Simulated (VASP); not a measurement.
# KF in VASP: further runs

Runs on KF. Level: r2SCAN. Tasks: single point.

Everything below comes from runs of VASP 6.6.1. Logs are shortened: lines on timing, memory, paths and dates and some standing lists are left out, and cuts for length are marked.

## (1) The cell of the first run

It takes space group I-4m2 (No. 119, tetragonal). Conventional cell: a = 4.151 Å, b = 4.151 Å, c = 6.123 Å, α = 90.00°, β = 90.00°, γ = 90.00°. Within 3.4 Å of K (site symmetry -4m2) lie 4 F at 2.58 Å. Within 3.4 Å of F (site symmetry -4m2) lie 4 K at 2.58 Å.

## (2) Single point, r2SCAN (uniaxial z strain +4.3%)

File POSCAR:

```
KF
1.0
    0.0000000000      2.9354014290      3.0613301503
    2.9354014290      0.0000000000      3.0613301503
    2.9354014290      2.9354014290      0.0000000000
K F
1 1
Direct
    0.0000000000      0.0000000000      0.0000000000
    0.2500000000      0.2500000000      0.2500000000
```

File INCAR.step1:

```
PREC = Accurate
ENCUT = 520
ISMEAR = 0
SIGMA = 0.01
LREAL = False
LASPH = True
NELM = 60
NBANDS = 15
GGA = PE
ALGO = Normal
EDIFF = 1E-4
LWAVE = True
LCHARG = False
```

File INCAR.step2:

```
PREC = Accurate
ENCUT = 520
EDIFF = 1E-6
ISMEAR = 0
SIGMA = 0.01
LREAL = False
LASPH = True
NELM = 60
ALGO = Normal
ISIF = 2
LWAVE = False
LCHARG = True
METAGGA = R2SCAN
LMIXTAU = True
LELF = True
LVHAR = True
NBANDS = 15
ISTART = 1
```

File KPOINTS:

```
Automatic mesh
0
Gamma
  8 8 8
```

Potentials or basis: VASP PAW PBE potentials, release 64 (K_sv, F).

The run is started by

```
$ cat potpaw_PBE.64/K_sv/POTCAR potpaw_PBE.64/F/POTCAR > POTCAR
$ cp INCAR.step1 INCAR
$ mpirun -np 1 vasp_std > vasp.out
$ cp INCAR.step2 INCAR
$ mpirun -np 1 vasp_std > vasp.out
```

OUTCAR:

```text
PREC = Accurate
   ENCUT = 520
   EDIFF = 1E-6
   ISMEAR = 0
   LREAL = False
   LASPH = True
   NELM = 60
   ISIF = 2
   METAGGA = R2SCAN
   ISTART = 1

 ion  position               nearest neighbor table
   1  0.000  0.000  0.000-   2 2.58   2 2.58   2 2.58   2 2.58
   2  0.250  0.250  0.250-   1 2.58   1 2.58   1 2.58   1 2.58

  LATTYP: Found a body centered tetragonal cell.
 ALAT       =     4.1512845119
 C/A-ratio  =     1.4748833242

  Lattice vectors:

 A1 = (  -2.9354014290,   0.0000000000,   3.0613301503)
 A2 = (   2.9354014290,   0.0000000000,   3.0613301503)
 A3 = (   0.0000000000,   2.9354014290,  -3.0613301503)

Analysis of symmetry for initial positions (statically):
=====================================================================
 Subroutine PRICEL returns:
 Original cell was already a primitive cell.

 Routine SETGRP: Setting up the symmetry group for a
 body centered tetragonal supercell.

 Subroutine GETGRP returns: Found  8 space group operations
 (whereof  8 operations were pure point group operations)
 out of a pool of 16 trial point group operations.

The static configuration has the point symmetry D_2d.

Analysis of symmetry for dynamics (positions and initial velocities):
=====================================================================
 Subroutine PRICEL returns:
 Original cell was already a primitive cell.

 Routine SETGRP: Setting up the symmetry group for a
 body centered tetragonal supercell.

 Subroutine GETGRP returns: Found  8 space group operations
 (whereof  8 operations were pure point group operations)
 out of a pool of 16 trial point group operations.

The dynamic configuration has the point symmetry D_2d.

 Subroutine INISYM returns: Found  8 space group operations
 (whereof  8 operations are pure point group operations),
 and found     1 'primitive' translations

----------------------------------------------------------------------------------------

                                     Primitive cell

  volume of cell :      52.7564

  direct lattice vectors                    reciprocal lattice vectors
     0.000000000  2.935401429  3.061330150    -0.170334454  0.170334454  0.163327696
     2.935401429  0.000000000  3.061330150     0.170334454 -0.170334454  0.163327696
     2.935401429  2.935401429  0.000000000     0.170334454  0.170334454 -0.163327696

  length of vectors
     4.241264415  4.241264415  4.151284512     0.291038810  0.291038810  0.291038810

  position of ions in fractional coordinates (direct lattice)
     0.000000000  0.000000000  0.000000000
     0.250000000  0.250000000  0.250000000

  ion indices of the primitive-cell ions
   primitive index   ion index
                 1           1
                 2           2

----------------------------------------------------------------------------------------

 KPOINTS: Automatic mesh

Automatic generation of k-mesh.
 Grid dimensions read from file:
 generate k-points for:    8    8    8

 Generating k-lattice:

  Cartesian coordinates                     Fractional coordinates (reciprocal lattice)
    -0.021291807  0.021291807  0.020415962     0.125000000  0.000000000  0.000000000
     0.021291807 -0.021291807  0.020415962     0.000000000  0.125000000  0.000000000
     0.021291807  0.021291807 -0.020415962     0.000000000  0.000000000  0.125000000

  Length of vectors
     0.036379851  0.036379851  0.036379851

  Shift w.r.t. Gamma in fractional coordinates (k-lattice)
     0.000000000  0.000000000  0.000000000

 Subroutine IBZKPT returns following result:
 ===========================================

 Found     59 irreducible k-points:

 Following reciprocal coordinates:
            Coordinates               Weight
  0.000000  0.000000  0.000000      1.000000
  0.125000 -0.000000  0.000000      8.000000
  0.250000 -0.000000  0.000000      8.000000
  0.375000 -0.000000  0.000000      8.000000
  0.500000 -0.000000  0.000000      4.000000
  0.125000  0.125000  0.000000      2.000000
[... 16 lines left out ...]
  0.250000 -0.000000  0.125000     16.000000
  0.375000 -0.000000  0.125000     16.000000
 [... further k-points ...]
   k-points           NKPTS =     59   k-points in BZ     NKDIM =     59   number of bands    NBANDS=     15
   number of dos      NEDOS =    301   number of ions     NIONS =      2
   total plane-waves  NPLWV =  32768
   dimension x,y,z NGX =    32 NGY =   32 NGZ =   32
   dimension x,y,z NGXF=    64 NGYF=   64 NGZF=   64
   ions per type =               1   1
   NGX,Y,Z   is equivalent  to a cutoff of  12.54, 12.54, 12.81 a.u.
   NGXF,Y,Z  is equivalent  to a cutoff of  25.09, 25.09, 25.63 a.u.
 SYSTEM =  unknown system
   PREC   = accura    normal or accurate (medium, high low for compatibility)
   ISTART =      1    job   : 0-new  1-cont  2-samecut
   ICHARG =      0    charge: 1-file 2-atom 10-const
   ISPIN  =      1    spin polarized calculation?
   LNONCOLLINEAR =      F non collinear calculations
   LSORBIT =      F    spin-orbit coupling
   LASPH  =      T    aspherical Exc in radial PAW
   ENCUT  =  520.0 eV  38.22 Ry    6.18 a.u.   7.89  7.89  7.72*2*pi/ulx,y,z
   NELM   =     60;   NELMIN=  2; NELMDL=  0     # of ELM steps
   EDIFF  = 0.1E-05   stopping-criterion for ELM
   LREAL  =      F    real-space projection
   EDIFFG = 0.1E-04   stopping-criterion for IOM
   NSW    =      0    number of steps for IOM
   IBRION =     -1    ionic relax: 0-MD 1-quasi-New 2-CG
   NFREE  =      0    steps in history (QN), initial steepest desc. (CG)
   ISIF   =      2    stress and relaxation
   ISYM   =      2    0-nonsym 1-usesym 2-fastsym
   POTIM  = 0.5000    time-step for ionic-motion
   TEBEG  =    0.0;   TEEND  =   0.0 temperature during run
   PSTRESS=    0.0 pullay stress
   NELECT =      16.0000    total number of electrons
   NUPDOWN=      -1.0000    fix difference up-down
   EMIN   =  10.00;   EMAX   =-10.00  energy-range for DOS
   EFERMI =   0.00;   METHOD = LEGACY
   ISMEAR =     0;   SIGMA  =   0.01  broadening in eV -4-tet -1-fermi 0-gaus
   EFERMI_NEDOS =   21; number of points for ismear=-14 and -15
   IALGO  =     38    algorithm
   IMIX   =      4    mixing-type and parameters
     AMIX     =   0.40;   BMIX     =  1.00
     AMIX_MAG =   1.60;   BMIX_MAG =  1.00
  volume/ion in A,a.u.               =      26.38       178.01
  Fermi-wavevector in a.u.,A,eV,Ry     =   1.099908  2.078525 16.460301  1.209798
  Thomas-Fermi vector in A             =   2.236311
   LORBIT       =      0    0 simple, 1 ext, 2 COOP (PROOUT), +10 PAW based schemes
   METAGGA = R2SCAN    functional components
   LHFCALC =     F    Hartree Fock is set to
   AEXX    =    0.0000 exact exchange contribution
   IVDW    =     0    specifies the selected vdW correction
   LEPSILON=     F    determine dielectric tensor
   LRPA    =     F    only Hartree local field effects (RPA)
 non-spin polarized calculation
 Gauss-broadening in eV      SIGMA  =   0.01
  energy-cutoff  :      520.00
  volume of cell :       52.76
 maximum number of plane-waves:      1435
   NGX = 15   NGY = 15   NGZ = 15

 number of electron      16.0000005 magnetization

 Free energy of the ion-electron system (eV)
  ---------------------------------------------------
  ext. energy  EPLUGINS =         0.00000000
  ---------------------------------------------------
  free energy    TOTEN  =       -14.70154594 eV

  energy without entropy =      -14.70154594  energy(sigma->0) =      -14.70154594

 E-fermi :  -4.1293     XC(G=0):  -7.1573

 val. band max:       -4.1912637729   @ k =   0.5000   0.5000   0.0000
 cond. band min:       1.4416663674   @ k =   0.0000   0.0000   0.0000
 fundamental gap:      5.6329301403
 Fermi energy:        -4.1293014994

 k-point     1 :       0.0000    0.0000    0.0000
  band No.  band energies     occupation
      1     -31.5531      2.00000
      2     -23.8435      2.00000
      3     -14.2007      2.00000
      4     -14.2007      2.00000
      5     -14.1922      2.00000
      6      -4.3737      2.00000
      7      -4.3681      2.00000
      8      -4.3681      2.00000
      9       1.4417      0.00000
     10       8.0947      0.00000
     11       8.1505      0.00000
     12       8.4476      0.00000
     13       8.4695      0.00000
     14       8.4695      0.00000
     15      13.0022      0.00000

 k-point     2 :       0.1250   -0.0000    0.0000
  band No.  band energies     occupation
      1     -31.5482      2.00000
      2     -23.8528      2.00000
      3     -14.2144      2.00000
      4     -14.2057      2.00000
      5     -14.1990      2.00000
      6      -4.3972      2.00000
      7      -4.3594      2.00000
      8      -4.3554      2.00000
      9       1.7402      0.00000
     10       7.7379      0.00000
     11       8.0613      0.00000
     12       8.0853      0.00000
     13       8.5964      0.00000
     14       8.8090      0.00000
     15      11.9667      0.00000

 k-point     3 :       0.2500   -0.0000    0.0000
  band No.  band energies     occupation
      1     -31.5364      2.00000
      2     -23.8754      2.00000
      3     -14.2492      2.00000
      4     -14.2178      2.00000
      5     -14.2149      2.00000
      6      -4.4348      2.00000
      7      -4.3348      2.00000
      8      -4.3254      2.00000
      9       2.5176      0.00000
     10       7.2276      0.00000
     11       7.5188      0.00000
     12       7.7194      0.00000
     13       8.9887      0.00000
     14       9.1021      0.00000
     15      10.8600      0.00000
[... 343 lines left out ...]
 k-point    23 :       0.2500   -0.0000    0.1250
  band No.  band energies     occupation
      1     -31.5368      2.00000
      2     -23.8735      2.00000
      3     -14.2496      2.00000
      4     -14.2269      2.00000
      5     -14.2056      2.00000
      6      -4.4582      2.00000
      7      -4.3346      2.00000
      8      -4.3095      2.00000
      9       2.4701      0.00000
     10       6.8292      0.00000
     11       7.9152      0.00000
     12       8.1375      0.00000
     13       8.8099      0.00000
     14       8.9807      0.00000
     15      11.4076      0.00000

 k-point    24 :       0.3750   -0.0000    0.1250
  band No.  band energies     occupation
      1     -31.5250      2.00000
      2     -23.8960      2.00000
      3     -14.2948      2.00000
      4     -14.2437      2.00000
      5     -14.2070      2.00000
      6      -4.4603      2.00000
      7      -4.3125      2.00000
      8      -4.2879      2.00000
      9       3.3669      0.00000
     10       6.2197      0.00000
     11       7.4628      0.00000
     12       7.7580      0.00000
     13       9.2177      0.00000
     14       9.3913      0.00000
     15      10.6941      0.00000

 [... further k-points ...]
[... 5 lines left out ...]
  --------------------------------------------------------------------------------------
  -------------------------------------------------------------------------------------
  Total       -0.2861781     -0.2861781     -0.3364949      0.0000000      0.0000000      0.0000000
  in kB       -8.6910407     -8.6910407    -10.2191286      0.0000000      0.0000000      0.0000000
  external PRESSURE =      -9.2004033 kB  Pullay stress =       0.0000000 kB

 VOLUME and BASIS-vectors are now :
 -----------------------------------------------------------------------------
  energy-cutoff  :      520.00
  volume of cell :       52.76
      direct lattice vectors                 reciprocal lattice vectors
     0.000000000  2.935401429  3.061330150    -0.170334454  0.170334454  0.163327696
     2.935401429  0.000000000  3.061330150     0.170334454 -0.170334454  0.163327696
     2.935401429  2.935401429  0.000000000     0.170334454  0.170334454 -0.163327696

 POSITION                                       TOTAL-FORCE (eV/Angst)
 -----------------------------------------------------------------------------------
      0.00000      0.00000      0.00000         0.000000      0.000000     -0.000000
      1.46770      1.46770      1.53067        -0.000000     -0.000000      0.000000
 -----------------------------------------------------------------------------------
    total drift:                               -0.000000     -0.000000     -0.000000

  FREE ENERGIE OF THE ION-ELECTRON SYSTEM (eV)
  ---------------------------------------------------
  free  energy   TOTEN  =       -14.7015459399 eV

  energy  without entropy=      -14.7015459399  energy(sigma->0) =      -14.70154594
```

It took 3 min on 1 thread of Intel Xeon 8259CL, shared host; peak memory 0.21 GiB.

Results:

```yaml
Free_energy: -14.7015 eV
Pressure: -0.9 GPa
Band_gap_on_the_k_mesh: 5.63 eV (least direct gap 5.81 eV)
```

Levels at points of the mesh, in eV from the valence-band top:
| k point | band 5 | band 6 | band 7 | band 8 | band 9 | band 10 | band 11 | band 12 |
| --- | --- | --- | --- | --- | --- | --- | --- | --- |
| (0.00, 0.00, 0.00) | -10.00 | -0.18 | -0.18 | -0.18 | 5.63 | 12.29 | 12.34 | 12.64 |
| (0.50, 0.00, 0.00) | -10.04 | -0.25 | -0.11 | -0.09 | 8.42 | 9.65 | 11.43 | 11.64 |
| (0.50, 0.50, 0.00) | -10.01 | -0.41 | 0.00 | 0.00 | 8.64 | 8.75 | 12.75 | 13.61 |
| (0.50, 0.00, 0.50) | -10.04 | -0.40 | -0.02 | -0.01 | 8.75 | 8.86 | 13.05 | 13.53 |

Caveat: the cell differs from its parent crystal (uniaxial z strain +4.3%); the PAW data sets were made with another functional, which shifts forces and pressure a little.

## (3) Single point, r2SCAN (epitaxial 111 strain -2.3%)

File POSCAR:

```
KF
1.0
    0.0964640140      2.9655253707      2.9655253707
    2.9655253707      0.0964640140      2.9655253707
    2.9655253707      2.9655253707      0.0964640140
K F
1 1
Direct
    0.0035807081      0.0035807081      0.0035807081
    0.2464192919      0.2464192919      0.2464192919
```

INCAR.step1 is that of step 2.

INCAR.step2, as its differences from that of step 2:

```diff
@@ -11,7 +11,5 @@
 LWAVE = False
-LCHARG = True
+LCHARG = False
 METAGGA = R2SCAN
 LMIXTAU = True
-LELF = True
-LVHAR = True
 NBANDS = 15
```

KPOINTS is that of step 2.

Potentials or basis: VASP PAW PBE potentials, release 64 (K_sv, F).

The run is started by

```
$ cat potpaw_PBE.64/K_sv/POTCAR potpaw_PBE.64/F/POTCAR > POTCAR
$ cp INCAR.step1 INCAR
$ mpirun -np 1 vasp_std > vasp.out
$ cp INCAR.step2 INCAR
$ mpirun -np 1 vasp_std > vasp.out
```

Run time: 2.9 min. Hardware: 1 thread of Intel Xeon 8259CL, shared host; peak memory 0.21 GiB.

Results (log left out):

* Free energy: -14.7005 eV
* Pressure: 0.4 GPa
* Band gap on the k mesh: 5.78 eV (least direct gap 5.99 eV)

Stress tensor (GPa, compression positive):
```
 0.43 -0.21 -0.21
-0.21  0.43 -0.21
-0.21 -0.21  0.43
```

Levels at points of the mesh, in eV from the valence-band top:
```
           k point  band 4  band 5  band 6  band 7  band 8  band 9  band 10  band 11  band 12  band 13
(0.00, 0.00, 0.00)   -9.81   -9.81   -0.25   -0.20   -0.20    5.78    12.60    12.60    12.67    13.02
(0.50, 0.00, 0.00)   -9.87   -9.86   -0.26   -0.13   -0.13    8.68     9.97    11.45    12.04    13.92
(0.50, 0.50, 0.00)   -9.93   -9.83   -0.45   -0.01    0.00    8.87     8.98    13.38    13.83    13.94
(0.50, 0.50, 0.50)   -9.85   -9.85   -0.30   -0.10   -0.10    8.42     9.87    11.80    11.80    13.91
```

Caveat: the cell differs from its parent crystal (epitaxial 111 strain -2.3%); the PAW data sets were made with another functional, which shifts forces and pressure a little.
